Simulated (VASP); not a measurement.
A run of VASP 6.6.1 is set up as follows.

File INCAR:

```
ALGO = Normal ; EDIFF = 1E-6
EDIFFG = -0.01 ; ENCUT = 600
GGA = PE ; IBRION = 2
ISIF = 3 ; ISMEAR = -1
LASPH = T ; LCHARG = F
LREAL = F ; LWAVE = F
NELM = 100 ; NSW = 60
PREC = Accurate ; PSTRESS = 300.0
SIGMA = 0.05
```

KPOINTS

```
k-points
0
Gamma
  9 9 9
```

Contents of POSCAR:

```
HfO2
1.0
    0.0000000000      2.5575000000      2.5575000000
    2.5575000000      0.0000000000      2.5575000000
    2.5575000000      2.5575000000      0.0000000000
Hf O
1 2
Direct
    0.0000000000      0.0000000000      0.0000000000
    0.7500000000      0.7500000000      0.7500000000
    0.2500000000      0.2500000000      0.2500000000
```

Potentials or basis: VASP PAW PBE potentials, release 64 (Hf_pv, O).

Run with:

```sh
$ cat potpaw_PBE.64/Hf_pv/POTCAR potpaw_PBE.64/O/POTCAR > POTCAR
$ mpirun -np 1 vasp_std > vasp.out
```

Task: Estimate the space group after relaxing (to 0.1 Å).

Result: Fm-3m (No. 225).

Task: What does it give for the band gap on the k mesh?

Result: 4.16 eV (least direct gap 4.32 eV).

The path:
| step | energy change (eV) | largest force (eV/Å) | pressure (GPa) | volume (Å³) |
| --- | --- | --- | --- | --- |
| 1 | 0.0000 | 0.0000 | -6.23 | 33.46 |
| 2 | 4.4523 | 0.0000 | 198.27 | 22.67 |
| 3 | 0.1814 | 0.0000 | 25.85 | 29.93 |
| 4 | 0.2240 | 0.0000 | 28.85 | 29.68 |
| 5 | 0.2410 | 0.0000 | 30.01 | 29.59 |

Caveat: the cell is relaxed towards a set pressure, so the run minimises the enthalpy, not the energy; spin-orbit coupling is left out, which moves the levels of the heavy elements; an odd mesh through Γ misses points on the zone boundary, where band edges can lie. A hybrid or GW would open this gap; PBE tends to underestimate it.
